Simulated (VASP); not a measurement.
Si15Ni: single point with PBEsol

Crystal: Si15Ni.

```
Ni Si
1.0
     0.00000    5.43700    5.43700
     5.43700    0.00000    5.43700
     5.43700    5.43700    0.00000
Ni Si
1 15
Direct
  0.00000 0.00000 0.00000
  0.00085 0.00085 0.49915
  0.00085 0.49915 0.00085
  0.00085 0.49915 0.49915
  0.49915 0.00085 0.00085
  0.49915 0.00085 0.49915
  0.49915 0.49915 0.00085
  0.50000 0.50000 0.50000
  0.12022 0.12022 0.12022
  0.12022 0.12022 0.63934
  0.12022 0.63934 0.12022
  0.12355 0.62548 0.62548
  0.63934 0.12022 0.12022
  0.62548 0.12355 0.62548
  0.62548 0.62548 0.12355
  0.62548 0.62548 0.62548
```

| Quantity | Value |
| --- | --- |
| Program | VASP 6.6.1 |
| Task | single point |
| Functional | PBEsol |
| Potentials or basis | VASP PAW PBE potentials, release 64 (Ni, Si) |
| Cutoff | 520 eV |
| k mesh | 3 × 3 × 3 |
| Occupations | gaussian, width 0.05 eV |
| Spin | collinear spin, ferromagnetic start |
| Starting moments | [4.0, 0.0, 0.0, 0.0, 0.0, 0.0, 0.0, 0.0, 0.0, 0.0, 0.0, 0.0, 0.0, 0.0, 0.0, 0.0] μB |
| Dipole correction | no |
| Further INCAR settings | LREAL = Auto; ALGO = Normal; EDIFF = 1e-06; NBANDS = 53 |

```
Pressure                                              : -2.1 GPa
Largest force                                         : 0.013 eV/Å
Net moment                                            : -0.61 μB per cell
Site moments                                          : Ni -0.20; Si -0.01, -0.00, -0.02 (each value once) μB
Valence electrons inside the program's atomic spheres : Ni 9.43; Si 1.67, 1.68, 1.65 (each value once)
```

Forces in eV/Å, atoms in the order of the input:
```
Ni   0.000  0.000  0.000
Si   0.000  0.000 -0.004
Si   0.000 -0.004  0.000
Si   0.004  0.000  0.000
Si  -0.004  0.000  0.000
Si   0.000  0.004  0.000
Si   0.000  0.000  0.004
Si   0.000  0.000  0.000
Si  -0.005 -0.005 -0.005
Si   0.005  0.005 -0.005
Si   0.005 -0.005  0.005
Si  -0.007  0.007  0.007
Si  -0.005  0.005  0.005
Si   0.007 -0.007  0.007
Si   0.007  0.007 -0.007
Si  -0.007 -0.007 -0.007
```

Levels at points of the mesh, in eV from the Fermi level:
Spin up:
| k point | band 30 | band 31 | band 32 | band 33 | band 34 | band 35 | band 36 | band 37 | band 38 | band 39 |
| --- | --- | --- | --- | --- | --- | --- | --- | --- | --- | --- |
| (0.00, 0.00, 0.00) | -0.44 | -0.44 | 0.04 | 0.04 | 0.04 | 1.37 | 1.39 | 1.39 | 1.39 | 1.48 |
Spin down:
```
           k point  band 33  band 34  band 35  band 36  band 37  band 38
(0.00, 0.00, 0.00)     0.02     0.02     1.36     1.37     1.37     1.37
```

It took 6.8 min on 1 thread of Intel(R) Xeon(R) Platinum 8488C (Sapphire Rapids), with other jobs on the host, peak memory 0.66 GiB.

Caveat: the PAW data sets were made with another functional, which shifts forces and pressure a little.
